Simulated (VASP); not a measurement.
# Li (P1) in VASP: a series of runs, part 2 of 2

VASP 6.6.1.

### 4 Single point, PBE+D3(BJ) (dynamics (nvt nose hoover) at 200 K, volume x 1.0, from the last frame before)

File INCAR:

```
  ALGO = Normal
  EDIFF = 1E-7
  ENCUT = 520
  GGA = PE
  ISIF = 2
  ISMEAR = -1
  IVDW = 12
  LASPH = True
  LCHARG = True
  LELF = True
  LREAL = Auto
  LVHAR = True
  LWAVE = False
  NBANDS = 42
  NELM = 100
  PREC = Accurate
  SIGMA = 0.05
```

File KPOINTS:

```
Automatic mesh
0
Gamma
  2 2 2
  0.5 0.5 0.5
```

File POSCAR:

```
Li
1.0
    0.0000000000      5.3884137890      5.0930000000
   -4.6665032274     -2.6942068945      5.0930000000
    4.6665032274     -2.6942068945      5.0930000000
Li
18
Direct
    0.3166376802      0.6378719522      0.3136692406
    0.6527863116      0.6184018533      0.9506928482
    0.3214414855      0.2947909886      0.6340585135
    0.2980005628      0.9622391686      0.9631839874
    0.6283142680      0.2783539587      0.3012334029
    0.9829520611      0.6508793354      0.6578365791
    0.9652389182      0.3039086712      0.9732700426
    0.6108558245      0.9634461052      0.6404993662
    0.9948731991      0.9902338785      0.2984267924
    0.3466942523      0.6993567899      0.7089322682
    0.7119534181      0.7014064538      0.3546748817
    0.3437767651      0.3526156550      0.0210466140
    0.3545959336      0.0316542237      0.3774645492
    0.7019855484      0.3634507664      0.6865530824
    0.0265675287      0.6992610631      0.0491843671
    0.0299710723      0.3742100147      0.3699757950
    0.6565232858      0.0275868458      0.0003141763
    0.0568317538      0.0503319305      0.6989835766
```

Potentials or basis: VASP PAW PBE potentials, release 64 (Li_sv).

Run with:

```bash
$ cat potpaw_PBE.64/Li_sv/POTCAR > POTCAR
$ mpirun -np 1 vasp_std > vasp.out
```

OUTCAR:

```text
EDIFF = 1E-7
   ENCUT = 520
   GGA = PE
   ISIF = 2
   ISMEAR = -1
   IVDW = 12
   LASPH = True
   LREAL = Auto
   NELM = 100
   PREC = Accurate
 IVDW          = 12

 ion  position               nearest neighbor table
   1  0.317  0.638  0.314-
   2  0.653  0.618  0.951-
   3  0.321  0.295  0.634-
   4  0.298  0.962  0.963-
   5  0.628  0.278  0.301-
   6  0.983  0.651  0.658-
[... 10 lines left out ...]
  17  0.657  0.028  0.000-
  18  0.057  0.050  0.699-

  LATTYP: Found a trigonal (rhomboedric) cell.
 ALAT       =     7.4144219034
 COS(alpha) =     0.2077567520

  Lattice vectors:

 A1 = (   0.0000000000,   5.3884137890,   5.0930000000)
 A2 = (  -4.6665032274,  -2.6942068945,   5.0930000000)
 A3 = (   4.6665032274,  -2.6942068945,   5.0930000000)

Analysis of symmetry for initial positions (statically):
=====================================================================
 Subroutine PRICEL returns:
 Original cell was already a primitive cell.

[... 182 lines left out ...]
 cond. band min:       0.6413971293   @ k =   0.2500   0.2500  -0.2500
 fundamental gap:      0.0302549763
 Fermi energy:         0.6398657250

 k-point     1 :       0.2500    0.2500    0.2500
  band No.  band energies     occupation
      1     -46.2823      2.00000
      2     -46.2409      2.00000
      3     -46.2333      2.00000
      4     -46.2214      2.00000
      5     -46.2187      2.00000
      6     -46.1742      2.00000
[... 157 lines left out ...]
     38       4.0569      0.00000
     39       4.1687      0.00000
 [bands above 39 left out]

------------------------ aborting loop because EDIFF is reached ----------------------------------------

 Edisp (eV)   -2.89064

 E8    (eV) :    -1.2056

  FORCE on cell =-STRESS in cart. coord.  units (eV):
  Direction    XX          YY          ZZ          XY          YZ          ZX
  --------------------------------------------------------------------------------------
  -------------------------------------------------------------------------------------
  Total      -2.29332    -2.42459    -7.33933    -0.00431    -0.07885     0.03438
  in kB      -9.56373   -10.11117   -30.60692    -0.01797    -0.32881     0.14338
  external pressure =      -16.76 kB  Pullay stress =        0.00 kB

 VOLUME and BASIS-vectors are now :
 -----------------------------------------------------------------------------
  energy-cutoff  :      520.00
  volume of cell :      384.19
      direct lattice vectors                 reciprocal lattice vectors
     0.000000000  5.388413789  5.093000000     0.000000000  0.123722248  0.065449310
    -4.666503227 -2.694206895  5.093000000    -0.107146610 -0.061861124  0.065449310
     4.666503227 -2.694206895  5.093000000     0.107146610 -0.061861124  0.065449310

 POSITION                                       TOTAL-FORCE (eV/Angst)
 -----------------------------------------------------------------------------------
     -1.51289     -0.85747      6.45884        -0.055116      0.060502      0.000359
      1.55064     -0.70998     11.31604         0.108992     -0.220538      0.068064
      1.58319     -0.77045      6.36773        -0.036592     -0.146419      0.144591
      0.00441     -3.58174     11.32390         0.105123     -0.003543      0.147255
      0.10677      1.82409      6.15184        -0.144182      0.078472      0.126871
      0.03247      1.77060     11.67146        -0.101391      0.050164     -0.083351
[... 10 lines left out ...]
     -0.12727      3.46245      3.48577         0.101386      0.154026      0.225857
      3.02693     -1.71258      4.10571         0.088310     -0.172141     -0.301732
 -----------------------------------------------------------------------------------
    total drift:                                0.007566     -0.005957      0.003895

  FREE ENERGIE OF THE ION-ELECTRON SYSTEM (eV)
  ---------------------------------------------------
  free  energy   TOTEN  =       -36.2243675636 eV

  energy  without entropy=      -36.0540670026  energy(sigma->0) =      -36.13921728
```

Run time: 1.8 min. Hardware: 1 thread of Intel Xeon Platinum 8259CL at 2.50GHz (Skylake/Cascade Lake), shared host; peak memory 0.38 GiB.

What came out:

| Quantity | Value |
| --- | --- |
| Free energy | -36.2244 eV |
| Largest force | 0.358 eV/Å |
| Band gap on the k mesh | zero (band 27 reaches 0.68 eV, above the bottom of band 28 at 0.21 eV) |
| Dispersion energy per atom | -0.161 eV |

Forces on the atoms (eV/Å):
```
Li  -0.055  0.061  0.000
Li   0.109 -0.221  0.068
Li  -0.037 -0.146  0.145
Li   0.105 -0.004  0.147
Li  -0.144  0.078  0.127
Li  -0.101  0.050 -0.083
Li  -0.008  0.007  0.066
Li  -0.030  0.206  0.104
Li   0.134 -0.130 -0.069
Li   0.024  0.167 -0.025
Li   0.029 -0.146 -0.057
Li   0.011 -0.034  0.045
Li  -0.063  0.090 -0.181
Li  -0.042 -0.018 -0.124
Li  -0.114  0.013 -0.083
Li  -0.007  0.042 -0.004
Li   0.101  0.154  0.226
Li   0.088 -0.172 -0.302
```

Levels at points of the mesh, in eV from the Fermi level:
```tsv
k point	band 24	band 25	band 26	band 27	band 28	band 29
(0.25, 0.25, 0.25)	-1.19	-1.16	-1.11	-0.49	-0.43	-0.38
```

Caveat: the k points lie up to 0.44 Å⁻¹ apart; the cutoff is under 1.25 times the usual one of these potentials, so pressure, stress and relaxed cells hold a basis-set (Pulay) error; pairwise dispersion overbinds metals, which lowers pressure and volume.
